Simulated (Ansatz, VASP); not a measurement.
YBrF6: VASP beside Ansatz

File INCAR:

```
SYSTEM = YBrF6
PREC = Accurate ; ENCUT = 520
EDIFF = 1E-7 ; ISMEAR = -1
SIGMA = 0.1 ; LREAL = .False.
LASPH = .True. ; NELM = 60
ALGO = Normal ; ISIF = 2
LWAVE = .False. ; LCHARG = .True.
GGA = PE ; LELF = .True.
LVHAR = .True. ; NBANDS = 40
```

The input KPOINTS:

```
Automatic mesh
0
Gamma
  6 6 6
  0 0 0
```

File POSCAR:

```
YBrF6
1.0
    5.0148080000      0.0000000000      0.0000000000
   -0.5677760000      4.9825620000      0.0000000000
   -0.5677760000     -0.6361520000      4.9417870000
F Y Br
6 1 1
Direct
    0.0778000000      0.8089000000      0.7042000000
    0.7042000000      0.0778000000      0.8089000000
    0.8089000000      0.7042000000      0.0778000000
    0.9222000000      0.1911000000      0.2958000000
    0.2958000000      0.9222000000      0.1911000000
    0.1911000000      0.2958000000      0.9222000000
    0.5000000000      0.5000000000      0.5000000000
    0.0000000000      0.0000000000      0.0000000000
```

Input for Ansatz:

```yaml
crystal:
  lattice:
    - [5.014808, 0.0, 0.0]
    - [-0.567776, 4.982562, 0.0]
    - [-0.567776, -0.636152, 4.941787]
  atoms:
    - { symbol: F, position: [0.0778, 0.8089, 0.7042] }
    - { symbol: F, position: [0.7042, 0.0778, 0.8089] }
    - { symbol: F, position: [0.8089, 0.7042, 0.0778] }
    - { symbol: F, position: [0.9222, 0.1911, 0.2958] }
    - { symbol: F, position: [0.2958, 0.9222, 0.1911] }
    - { symbol: F, position: [0.1911, 0.2958, 0.9222] }
    - { symbol: "Y", position: [0.5, 0.5, 0.5] }
    - { symbol: Br, position: [0.0, 0.0, 0.0] }
  symmetry: { tolerance: 0.0003 }
kpoints:
  mp_grid: { grid: [6, 6, 6], shift: [0, 0, 0] }
  band_path:
    path:
      - [0.0, 0.0, 0.0]
      - [0.5, 0.0, 0.0]
      - [0.5, -0.5, 0.5]
      - [0.39829504, -0.60170496, 0.39829504]
      - [0.39829504, 0.39829504, 0.39829504]
      - [0.0, 0.0, 0.0]
      - [0.5, -0.5, 0.0]
    npoints: 10
magnetization:
  spin_polarized: false
scf:
  occupations: { method: fermi_dirac }
  lower_state_search: "off"
  max_iter: 200
hamiltonian:
  pseudopotentials: { kind: paw }
  xc: pbe
basis:
  ecutwfc: 420
  fft_grid_basis: typed
output:
  forces: true
  stress: true
  eigenvalues: true
  bader: true
  populations: true
  elf: true
  write_potential: true
  volumetric_format: npy
  dos:
    e_range: [-12, 8]
    de: 0.05
    projected: { site_lists: { Br: [Br], F: [F], "Y": ["Y"] } }
checkpoint:
  read: saved_state
```

Alike in both runs: task single point; functional PBE; k mesh 6 × 6 × 6; no spin polarisation.

|  | VASP | Ansatz |
| --- | --- | --- |
| version | VASP 6.6.1 | Ansatz 0.2.0 |
| potentials or method | VASP PAW PBE potentials, release 64 (F, Y_sv, Br), cutoff 520 eV | PAW plane waves |
| occupations | fermi-dirac, width 0.1 eV | fermi-dirac |
| valence electrons in the cell | 60 | 60 |

```tsv
	VASP	Ansatz	Ansatz less VASP
pressure (GPa)	21.5	21.4	-0.16
traceless stress, the component that is largest in VASP (GPa)	1.14	1.13	-0.015
rms of the force components (eV/Å)	2.847	2.772	-0.0745
```

Atom by atom the forces differ by 0.075 eV/Å (rms over components). Ansatz's warnings: structure snapped to symmetry.
